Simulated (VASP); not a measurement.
Set up this calculation in VASP 6.6.1, as the native input.

- Task: single point
- Functional: PBE
- Potentials or basis: VASP PAW PBE potentials, release 64 (Si, O)
- Cutoff: 520 eV
- k mesh: 4 × 4 × 6
- Occupations: gaussian, width 0.1 eV
- Spin: no spin polarisation
- Dipole correction: no
- Further INCAR settings: ALGO = Normal; EDIFF = 1e-06; NBANDS = 19

The structure of Si4O lies in POSCAR:

```
Si4O
1.0
    5.1306888932      0.0000000000      0.0000000000
    0.0000000000      5.1306888932      0.0000000000
    0.0000000000      0.0000000000      2.5765546871
Si O
4 1
Direct
    0.6824766370      0.8503523971      0.5000000000
    0.3175233630      0.1496476029      0.5000000000
    0.1496476029      0.6824766370      0.5000000000
    0.8503523971      0.3175233630      0.5000000000
    0.5000000000      0.5000000000      0.0000000000
```

The cell was generated, and may not be a known phase.

The input as run:

INCAR

```
ALGO = Normal
EDIFF = 1E-6
ENCUT = 520
GGA = PE
ISIF = 2
ISMEAR = 0
LASPH = T
LCHARG = T
LELF = T
LREAL = F
LVHAR = T
LWAVE = F
NBANDS = 19
NELM = 100
PREC = Accurate
SIGMA = 0.1
```

KPOINTS

```
k-points
0
Gamma
  4 4 6
```

Potentials or basis: VASP PAW PBE potentials, release 64 (Si, O).

Command:

```sh
$ cat potpaw_PBE.64/Si/POTCAR potpaw_PBE.64/O/POTCAR > POTCAR
$ mpirun -np 1 vasp_std > vasp.out
```

It gave:

The pressure is -0.2 GPa. The largest force is 0.009 eV/Å. The band gap on the k mesh is zero (bands 11 and 12 overlap by 3.32 eV).

Caveat: the k points lie up to 0.41 Å⁻¹ apart, too coarse for converged energies and pressures of a metal.

Wall time 15 s on 1 thread of Intel(R) Xeon(R) 6975P-C (Granite Rapids) (shared host), peak memory 0.18 GiB.
